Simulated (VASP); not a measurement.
Runs of VASP 6.6.1 on NbH2. The structure is that of space group R-3m (No. 166), or close to it. The cells are those of the table. 

| cell | gap on the mesh (eV) | pressure (GPa) | largest force (eV/Å) |
| --- | --- | --- | --- |
| a = 3.078 Å, angles 65.4°, 3 atoms | none | 3.3 | 1.01 |
| a = 3.418 Å, angles 52.2°, 3 atoms | none | (a) | 0.72 |
| a = 3.337 Å, angles 54.7°, 3 atoms | none | 3.2 | 0.55 |
| a = 3.029 Å, angles 68.1°, 3 atoms | none | 8.0 | 1.85 |

Alike in all rows: task single point; level PBEsol; potentials or basis VASP PAW PBE potentials, release 64 (Nb_sv, H); no spin polarisation; k mesh 16 × 16 × 16; cutoff (eV) 520; smearing gaussian 0.15 eV.

Question: Estimate the missing entries.

Answer: (a) 7.6.

Caveats: the cell stands under pressure; the PAW data sets were made with another functional, which shifts forces and pressure a little; an odd number of electrons without spin polarisation forces a metal; a magnetic or distorted state may lie lower.

A k mesh can miss the band edges, and the runs leave out spin-orbit coupling on Nb.

A gap of «none» marks levels without a gap at the run's occupations.
